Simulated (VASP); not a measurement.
## SnO2 (Cassiterite): single point with LDA

SnO2 (Cassiterite):

```xyz
6
Lattice="4.6695 0.0000 0.0000 0.0000 4.6695 0.0000 0.0000 0.0000 3.1748" Properties=species:S:1:pos:R:3 pbc="T T T"
Sn    0.0000    0.0000    0.0000
Sn    2.3347    2.3347    1.5874
O     1.4276    1.4276    0.0000
O     0.9071    3.7623    1.5874
O     3.2419    3.2419    0.0000
O     3.7623    0.9071    1.5874
```

```json
{"Program": "VASP 6.6.1", "Task": "single point", "Functional": "LDA", "Potentials or basis": "VASP PAW LDA potentials, release 64 (Sn_d, O)", "Cutoff": "520 eV", "k mesh": "4 × 4 × 6", "Occupations": "gaussian, width 0.01 eV", "Spin": "no spin polarisation", "Dipole correction": "no", "Further INCAR settings": "ALGO = Normal; EDIFF = 1e-06; NBANDS = 35"}
```

```json
{
 "Pressure": "7.2 GPa",
 "Largest force": "0.023 eV/Å",
 "Band gap on the k mesh": "1.50 eV, direct"
}
```

Forces on the atoms (eV/Å):
```
Sn   0.000  0.000  0.000
Sn   0.000  0.000  0.000
O   -0.016 -0.016  0.000
O    0.016 -0.016  0.000
O    0.016  0.016  0.000
O   -0.016  0.016  0.000
```

Stress tensor (GPa, compression positive):
```
7.03 0.00 0.00
0.00 7.03 0.00
0.00 0.00 7.48
```

Levels at points of the mesh, in eV from the valence-band top:
| k point | band 24 | band 25 | band 26 | band 27 | band 28 | band 29 |
| --- | --- | --- | --- | --- | --- | --- |
| (0.00, 0.00, 0.00) | -0.83 | -0.83 | 0.00 | 1.50 | 6.16 | 6.18 |
| (0.50, 0.00, 0.00) | -1.24 | -0.66 | -0.66 | 4.65 | 4.65 | 6.95 |
| (0.50, 0.50, 0.00) | -1.36 | -0.93 | -0.93 | 5.04 | 5.04 | 7.50 |
| (0.00, 0.00, 0.50) | -1.81 | -1.32 | -1.32 | 6.39 | 6.39 | 9.76 |
| (0.50, 0.00, 0.50) | -1.18 | -0.67 | -0.67 | 6.69 | 6.69 | 8.17 |
| (0.50, 0.50, 0.50) | -1.01 | -0.87 | -0.87 | 5.00 | 5.00 | 8.79 |

It took 17 s on 1 thread of Intel(R) Xeon(R) 6975P-C (Granite Rapids) (shared host), peak memory 0.17 GiB.

Caveat: spin-orbit coupling is left out, which moves the levels of the heavy elements. Expect the measured gap to be larger: semilocal functionals such as LDA lack the derivative discontinuity.
